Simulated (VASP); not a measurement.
# CuI (F-43m) in VASP: notebook

The runs below take CuI through single point, with PBE, r2SCAN.

All numbers are computed with VASP 6.6.1; they aren't measurements. Logs are shortened: lines on timing, memory, paths and dates and some standing lists are left out, and cuts for length are marked.

## 1. The cell of the first run

Symmetry: F-43m, No. 216, cubic system. The conventional cell has a = 6.024 Å, b = 6.024 Å, c = 6.024 Å, α = 90.00°, β = 90.00°, γ = 90.00°. Within 3.4 Å of Cu (site symmetry -43m) lie 4 I at 2.61 Å. I (site symmetry -43m) has 4 Cu at 2.61 Å within 3.4 Å.

## 2. Single point, PBE

The input, INCAR:

```
  ALGO = Normal
  EDIFF = 1E-7
  ENCUT = 520
  GGA = PE
  ISIF = 2
  ISMEAR = 0
  LASPH = True
  LCHARG = False
  LREAL = False
  LWAVE = False
  NBANDS = 16
  NELM = 60
  PREC = Accurate
  SIGMA = 0.01
```

The input, KPOINTS:

```
k-points
0
Gamma
  8 8 8
```

The input, POSCAR:

```
CuI
1.0
    0.0000000000      3.0120291031      3.0120291031
    3.0120291031      0.0000000000      3.0120291031
    3.0120291031      3.0120291031      0.0000000000
Cu I
1 1
Direct
    0.0000000000      0.0000000000      0.0000000000
    0.2500000000      0.2500000000      0.2500000000
```

Potentials or basis: VASP PAW PBE potentials, release 64 (Cu, I).

On the command line:

```sh
$ cat potpaw_PBE.64/Cu/POTCAR potpaw_PBE.64/I/POTCAR > POTCAR
$ mpirun -np 1 vasp_std > vasp.out
```

OUTCAR:

```text
EDIFF = 1E-7
   ENCUT = 520
   GGA = PE
   ISIF = 2
   ISMEAR = 0
   LASPH = True
   LREAL = False
   NELM = 60
   PREC = Accurate

 ion  position               nearest neighbor table
   1  0.000  0.000  0.000-   2 2.61   2 2.61   2 2.61   2 2.61
   2  0.250  0.250  0.250-   1 2.61   1 2.61   1 2.61   1 2.61

  LATTYP: Found a face centered cubic cell.
 ALAT       =     6.0240582062

  Lattice vectors:

 A1 = (   0.0000000000,   3.0120291031,   3.0120291031)
 A2 = (   3.0120291031,   0.0000000000,   3.0120291031)
 A3 = (   3.0120291031,   3.0120291031,   0.0000000000)

Analysis of symmetry for initial positions (statically):
=====================================================================
 Subroutine PRICEL returns:
 Original cell was already a primitive cell.

 Routine SETGRP: Setting up the symmetry group for a
 face centered cubic supercell.

 Subroutine GETGRP returns: Found 24 space group operations
 (whereof 24 operations were pure point group operations)
 out of a pool of 48 trial point group operations.

The static configuration has the point symmetry T_d .

Analysis of symmetry for dynamics (positions and initial velocities):
=====================================================================
 Subroutine PRICEL returns:
 Original cell was already a primitive cell.

 Routine SETGRP: Setting up the symmetry group for a
 face centered cubic supercell.

 Subroutine GETGRP returns: Found 24 space group operations
 (whereof 24 operations were pure point group operations)
 out of a pool of 48 trial point group operations.

The dynamic configuration has the point symmetry T_d .

 Subroutine INISYM returns: Found 24 space group operations
 (whereof 24 operations are pure point group operations),
 and found     1 'primitive' translations

----------------------------------------------------------------------------------------

                                     Primitive cell

  volume of cell :      54.6522

  direct lattice vectors                    reciprocal lattice vectors
     0.000000000  3.012029103  3.012029103    -0.166001052  0.166001052  0.166001052
     3.012029103  0.000000000  3.012029103     0.166001052 -0.166001052  0.166001052
     3.012029103  3.012029103  0.000000000     0.166001052  0.166001052 -0.166001052

  length of vectors
     4.259652408  4.259652408  4.259652408     0.287522256  0.287522256  0.287522256

  position of ions in fractional coordinates (direct lattice)
     0.000000000  0.000000000  0.000000000
     0.250000000  0.250000000  0.250000000

  ion indices of the primitive-cell ions
   primitive index   ion index
                 1           1
                 2           2

----------------------------------------------------------------------------------------

 KPOINTS: k-points

Automatic generation of k-mesh.
 Grid dimensions read from file:
 generate k-points for:    8    8    8

 Generating k-lattice:

  Cartesian coordinates                     Fractional coordinates (reciprocal lattice)
    -0.020750132  0.020750132  0.020750132     0.125000000  0.000000000  0.000000000
     0.020750132 -0.020750132  0.020750132     0.000000000  0.125000000  0.000000000
     0.020750132  0.020750132 -0.020750132     0.000000000  0.000000000  0.125000000

  Length of vectors
     0.035940282  0.035940282  0.035940282

  Shift w.r.t. Gamma in fractional coordinates (k-lattice)
     0.000000000  0.000000000  0.000000000

 Subroutine IBZKPT returns following result:
 ===========================================

 Found     29 irreducible k-points:

 Following reciprocal coordinates:
            Coordinates               Weight
  0.000000  0.000000  0.000000      1.000000
  0.125000  0.000000  0.000000      8.000000
  0.250000  0.000000  0.000000      8.000000
  0.375000  0.000000  0.000000      8.000000
  0.500000  0.000000  0.000000      4.000000
  0.125000  0.125000  0.000000      6.000000
[... 16 lines left out ...]
  0.500000  0.250000  0.125000     48.000000
 -0.375000  0.250000  0.125000     24.000000
 [... further k-points ...]
   k-points           NKPTS =     29   k-points in BZ     NKDIM =     29   number of bands    NBANDS=     16
   number of dos      NEDOS =    301   number of ions     NIONS =      2
   total plane-waves  NPLWV =  32768
   dimension x,y,z NGX =    32 NGY =   32 NGZ =   32
   dimension x,y,z NGXF=    64 NGYF=   64 NGZF=   64
   ions per type =               1   1
   NGX,Y,Z   is equivalent  to a cutoff of  12.49, 12.49, 12.49 a.u.
   NGXF,Y,Z  is equivalent  to a cutoff of  24.98, 24.98, 24.98 a.u.
 SYSTEM =  unknown system
   PREC   = accura    normal or accurate (medium, high low for compatibility)
   ISTART =      0    job   : 0-new  1-cont  2-samecut
   ICHARG =      2    charge: 1-file 2-atom 10-const
   ISPIN  =      1    spin polarized calculation?
   LNONCOLLINEAR =      F non collinear calculations
   LSORBIT =      F    spin-orbit coupling
   LASPH  =      T    aspherical Exc in radial PAW
   ENCUT  =  520.0 eV  38.22 Ry    6.18 a.u.   7.92  7.92  7.92*2*pi/ulx,y,z
   NELM   =     60;   NELMIN=  2; NELMDL= -5     # of ELM steps
   EDIFF  = 0.1E-06   stopping-criterion for ELM
   LREAL  =      F    real-space projection
   EDIFFG = 0.1E-05   stopping-criterion for IOM
   NSW    =      0    number of steps for IOM
   IBRION =     -1    ionic relax: 0-MD 1-quasi-New 2-CG
   NFREE  =      0    steps in history (QN), initial steepest desc. (CG)
   ISIF   =      2    stress and relaxation
   ISYM   =      2    0-nonsym 1-usesym 2-fastsym
   POTIM  = 0.5000    time-step for ionic-motion
   TEBEG  =    0.0;   TEEND  =   0.0 temperature during run
   PSTRESS=    0.0 pullay stress
   NELECT =      18.0000    total number of electrons
   NUPDOWN=      -1.0000    fix difference up-down
   EMIN   =  10.00;   EMAX   =-10.00  energy-range for DOS
   EFERMI =   0.00;   METHOD = LEGACY
   ISMEAR =     0;   SIGMA  =   0.01  broadening in eV -4-tet -1-fermi 0-gaus
   EFERMI_NEDOS =   21; number of points for ismear=-14 and -15
   IALGO  =     38    algorithm
   IMIX   =      4    mixing-type and parameters
     AMIX     =   0.40;   BMIX     =  1.00
     AMIX_MAG =   1.60;   BMIX_MAG =  1.00
  volume/ion in A,a.u.               =      27.33       184.41
  Fermi-wavevector in a.u.,A,eV,Ry     =   1.130568  2.136463 17.390734  1.278183
  Thomas-Fermi vector in A             =   2.267264
   LORBIT       =      0    0 simple, 1 ext, 2 COOP (PROOUT), +10 PAW based schemes
   GGA     = PE    functional components
   LHFCALC =     F    Hartree Fock is set to
   AEXX    =    0.0000 exact exchange contribution
   IVDW    =     0    specifies the selected vdW correction
   LEPSILON=     F    determine dielectric tensor
   LRPA    =     F    only Hartree local field effects (RPA)
 non-spin polarized calculation
 Gauss-broadening in eV      SIGMA  =   0.01
  energy-cutoff  :      520.00
  volume of cell :       54.65
 maximum number of plane-waves:      1480
   NGX = 15   NGY = 15   NGZ = 15

 number of electron      18.0000016 magnetization

 Free energy of the ion-electron system (eV)
  ---------------------------------------------------
  ext. energy  EPLUGINS =         0.00000000
  ---------------------------------------------------
  free energy    TOTEN  =        -5.55676049 eV

  energy without entropy =       -5.55676049  energy(sigma->0) =       -5.55676049

 E-fermi :   4.7609     XC(G=0):  -9.0269

 val. band max:        4.6407742059   @ k =   0.0000   0.0000   0.0000
 cond. band min:       5.8363652738   @ k =   0.0000   0.0000   0.0000
 fundamental gap:      1.1955910678
 Fermi energy:         4.7609300621

 k-point     1 :       0.0000    0.0000    0.0000
  band No.  band energies     occupation
      1      -9.4714      2.00000
      2       0.9147      2.00000
      3       0.9147      2.00000
      4       0.9147      2.00000
      5       2.7093      2.00000
      6       2.7093      2.00000
[... 8 lines left out ...]
     15      14.2532      0.00000
     16      14.2532      0.00000

 k-point     2 :       0.1250    0.0000    0.0000
  band No.  band energies     occupation
      1      -9.3956      2.00000
      2       0.6184      2.00000
      3       0.9212      2.00000
      4       0.9212      2.00000
      5       2.7029      2.00000
      6       2.7029      2.00000
[... 8 lines left out ...]
     15      13.5787      0.00000
     16      13.6067      0.00000

 k-point     3 :       0.2500    0.0000    0.0000
  band No.  band energies     occupation
      1      -9.2011      2.00000
      2      -0.0901      2.00000
      3       0.9336      2.00000
      4       0.9336      2.00000
      5       2.6997      2.00000
      6       2.6997      2.00000
[... 8 lines left out ...]
     15      13.3764      0.00000
     16      13.5696      0.00000

 k-point     4 :       0.3750    0.0000    0.0000
  band No.  band energies     occupation
      1      -8.9869      2.00000
      2      -0.7790      2.00000
      3       0.9408      2.00000
      4       0.9408      2.00000
      5       2.7199      2.00000
      6       2.7199      2.00000
[... 8 lines left out ...]
     15      14.3102      0.00000
     16      14.3102      0.00000

 k-point     5 :       0.5000    0.0000    0.0000
  band No.  band energies     occupation
      1      -8.8912      2.00000
      2      -1.0593      2.00000
      3       0.9421      2.00000
      4       0.9421      2.00000
      5       2.7380      2.00000
      6       2.7380      2.00000
[... 8 lines left out ...]
     15      15.5672      0.00000
     16      15.5672      0.00000

 k-point     6 :       0.1250    0.1250    0.0000
  band No.  band energies     occupation
      1      -9.3703      2.00000
      2       0.5814      2.00000
      3       0.8991      2.00000
      4       0.8991      2.00000
      5       2.6765      2.00000
      6       2.7224      2.00000
[... 8 lines left out ...]
     15      14.0362      0.00000
     16      14.4084      0.00000

 k-point     7 :       0.2500    0.1250    0.0000
  band No.  band energies     occupation
      1      -9.2148      2.00000
      2       0.0750      2.00000
      3       0.8829      2.00000
      4       0.8931      2.00000
      5       2.6535      2.00000
      6       2.7318      2.00000
[... 8 lines left out ...]
     15      14.2691      0.00000
     16      14.7813      0.00000

 k-point     8 :       0.3750    0.1250    0.0000
  band No.  band energies     occupation
      1      -9.0043      2.00000
      2      -0.5569      2.00000
      3       0.8187      2.00000
      4       0.9028      2.00000
      5       2.6673      2.00000
      6       2.7439      2.00000
[... 8 lines left out ...]
     15      14.4627      0.00000
     16      14.9031      0.00000

 k-point     9 :       0.5000    0.1250    0.0000
  band No.  band energies     occupation
      1      -8.8647      2.00000
      2      -0.9367      2.00000
      3       0.7350      2.00000
      4       0.9247      2.00000
      5       2.6934      2.00000
      6       2.7411      2.00000
[... 8 lines left out ...]
     15      15.1661      0.00000
     16      15.5878      0.00000
[... 172 lines left out ...]
 k-point    19 :       0.5000    0.3750    0.0000
  band No.  band energies     occupation
      1      -8.7254      2.00000
      2      -0.9034      2.00000
      3       0.6114      2.00000
      4       0.8355      2.00000
      5       2.6278      2.00000
      6       2.7776      2.00000
[... 8 lines left out ...]
     15      15.9305      0.00000
     16      16.9354      0.00000

 k-point    20 :      -0.3750    0.3750    0.0000
  band No.  band energies     occupation
      1      -8.7086      2.00000
      2      -0.7246      2.00000
      3       0.1472      2.00000
      4       0.8751      2.00000
      5       2.5782      2.00000
      6       2.7351      2.00000
[... 8 lines left out ...]
     15      14.6778      0.00000
     16      18.0741      0.00000

 k-point    21 :       0.5000    0.5000    0.0000
  band No.  band energies     occupation
      1      -8.6940      2.00000
      2      -1.0415      2.00000
      3       0.8159      2.00000
      4       0.8159      2.00000
      5       2.6810      2.00000
      6       2.7705      2.00000
[... 8 lines left out ...]
     15      15.9611      0.00000
     16      16.7360      0.00000

 k-point    22 :       0.3750    0.2500    0.1250
  band No.  band energies     occupation
      1      -9.0499      2.00000
      2      -0.2932      2.00000
      3       0.6992      2.00000
      4       0.9202      2.00000
      5       2.6372      2.00000
      6       2.7474      2.00000
[... 8 lines left out ...]
     15      14.9649      0.00000
     16      16.0211      0.00000

 k-point    23 :       0.5000    0.2500    0.1250
  band No.  band energies     occupation
      1      -8.8719      2.00000
      2      -0.6417      2.00000
      3       0.4709      2.00000
      4       0.9074      2.00000
      5       2.6611      2.00000
      6       2.7249      2.00000
[... 8 lines left out ...]
     15      15.3402      0.00000
     16      16.1671      0.00000

 k-point    24 :      -0.3750    0.2500    0.1250
  band No.  band energies     occupation
      1      -8.7936      2.00000
      2      -0.7910      2.00000
      3       0.3714      2.00000
      4       0.8948      2.00000
      5       2.6428      2.00000
      6       2.7207      2.00000
[... 8 lines left out ...]
     15      15.4323      0.00000
     16      16.0106      0.00000

 [... further k-points ...]
[... 5 lines left out ...]
  --------------------------------------------------------------------------------------
  -------------------------------------------------------------------------------------
  Total        0.3980420      0.3980420      0.3980420     -0.0000000     -0.0000000      0.0000000
  in kB       11.6689566     11.6689566     11.6689566     -0.0000000     -0.0000000      0.0000000
  external PRESSURE =      11.6689566 kB  Pullay stress =       0.0000000 kB

 VOLUME and BASIS-vectors are now :
 -----------------------------------------------------------------------------
  energy-cutoff  :      520.00
  volume of cell :       54.65
      direct lattice vectors                 reciprocal lattice vectors
     0.000000000  3.012029103  3.012029103    -0.166001052  0.166001052  0.166001052
     3.012029103  0.000000000  3.012029103     0.166001052 -0.166001052  0.166001052
     3.012029103  3.012029103  0.000000000     0.166001052  0.166001052 -0.166001052

 POSITION                                       TOTAL-FORCE (eV/Angst)
 -----------------------------------------------------------------------------------
      0.00000      0.00000      0.00000         0.000000     -0.000000      0.000000
      1.50601      1.50601      1.50601        -0.000000      0.000000     -0.000000
 -----------------------------------------------------------------------------------
    total drift:                               -0.000001     -0.000001     -0.000001

  FREE ENERGIE OF THE ION-ELECTRON SYSTEM (eV)
  ---------------------------------------------------
  free  energy   TOTEN  =        -5.5567604891 eV

  energy  without entropy=       -5.5567604891  energy(sigma->0) =       -5.55676049
```

Wall time 30 s (1 thread of AMD EPYC 7R13 (Zen 3), shared host); peak memory 0.15 GiB.

Results:

- Free energy: -5.5568 eV
- Pressure: 1.2 GPa
- Band gap on the k mesh: 1.20 eV, direct

Caveat: spin-orbit coupling is left out, which moves the levels of the heavy elements. Expect the measured gap to be larger: semilocal functionals such as PBE lack the derivative discontinuity.

## 3. Single point, r2SCAN

POSCAR is that of step 2.

The input, INCAR.step1:

```
PREC = Accurate ; ENCUT = 520
ISMEAR = 0 ; SIGMA = 0.01
LREAL = F ; LASPH = T
NELM = 100 ; NBANDS = 16
GGA = PE ; ALGO = Normal
EDIFF = 1E-4 ; LWAVE = T
LCHARG = F
```

The input, INCAR.step2:

```
PREC = Accurate ; ENCUT = 520
EDIFF = 1E-6 ; ISMEAR = 0
SIGMA = 0.01 ; LREAL = F
LASPH = T ; NELM = 100
ALGO = Normal ; ISIF = 2
LWAVE = F ; LCHARG = F
METAGGA = R2SCAN ; LMIXTAU = T
NBANDS = 16 ; ISTART = 1
```

The input, KPOINTS:

```
regular mesh
0
Gamma
  8 8 8
```

Potentials or basis: VASP PAW PBE potentials, release 64 (Cu, I).

On the command line:

```sh
$ cat potpaw_PBE.64/Cu/POTCAR potpaw_PBE.64/I/POTCAR > POTCAR
$ cp INCAR.step1 INCAR
$ mpirun -np 1 vasp_std > vasp.out
$ cp INCAR.step2 INCAR
$ mpirun -np 1 vasp_std > vasp.out
```

Run time: 1.7 min. Hardware: 1 thread of AMD EPYC 7R13 (Zen 3), shared host; peak memory 0.17 GiB.

The run converged. Its results:

| Item | Value |
| --- | --- |
| Free energy | -35.7955 eV |
| Pressure | -0.1 GPa |
| Band gap on the k mesh | 1.67 eV, direct |

Levels at points of the mesh, in eV from the valence-band top:
```csv
k point,band 6,band 7,band 8,band 9,band 10,band 11,band 12,band 13
"(0.00, 0.00, 0.00)",-1.92,0.00,0.00,0.00,1.67,5.22,5.22,5.22
"(0.50, 0.00, 0.00)",-1.89,-1.85,-0.74,-0.74,2.57,5.73,5.73,7.75
"(0.50, 0.50, 0.00)",-1.84,-1.82,-1.57,-1.57,2.90,3.17,9.94,10.51
```

Caveat: the PAW data sets were made with another functional, which shifts forces and pressure a little; spin-orbit coupling is left out, which moves the levels of the heavy elements. r2SCAN opens gaps a little over a GGA but as a rule still falls short of measured ones.
